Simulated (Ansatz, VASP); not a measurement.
**Two plane-wave programs on P**

```
CELL_PARAMETERS angstrom
1.64774 -5.46504 0.00000
1.64774 5.46504 0.00000
0.00000 0.00000 4.54364
ATOMIC_POSITIONS crystal
P 0.90414 0.09586 0.58882
P 0.09586 0.90414 0.41118
P 0.59586 0.40414 0.08882
P 0.40414 0.59586 0.91118
```

Alike in both runs: task relaxation of cell and atoms; functional PBEsol; dispersion D4; k mesh 8 × 8 × 6; occupations fermi-dirac, width 0.05 eV; no spin polarisation.

|  | VASP | Ansatz |
| --- | --- | --- |
| version | VASP 6.6.1 | Ansatz 0.2.0 |
| potentials or method | VASP PAW PBE potentials, release 64 (P) | Ansatz PAW |
| plane-wave cutoff (eV) | 600 | 420 |
| valence electrons in the cell | 20 | 20 |

```tsv
	VASP	Ansatz	Ansatz less VASP
gap on the k mesh at the Fermi level, each at its own relaxed structure (eV)	none	none	-
relaxed volume (Å³/atom)	16.29	16.20	-0.093
relaxed length of the cell vector where the two differ most in proportion (Å)	3.894	3.869	-0.0250
```

VASP's potentials were made for PBE, not for PBEsol. A gap of «none» marks a metal or a gap that the smearing closes.

Noted on VASP's run: the volume moved by over 15 % at a fixed basis, so the end points are rough. Noted on Ansatz's run: the volume moved by over 15 % at a fixed basis, so the end points are rough; the plane-wave basis is chosen anew once the cell has moved, so the energies of steps on either side of that aren't comparable.
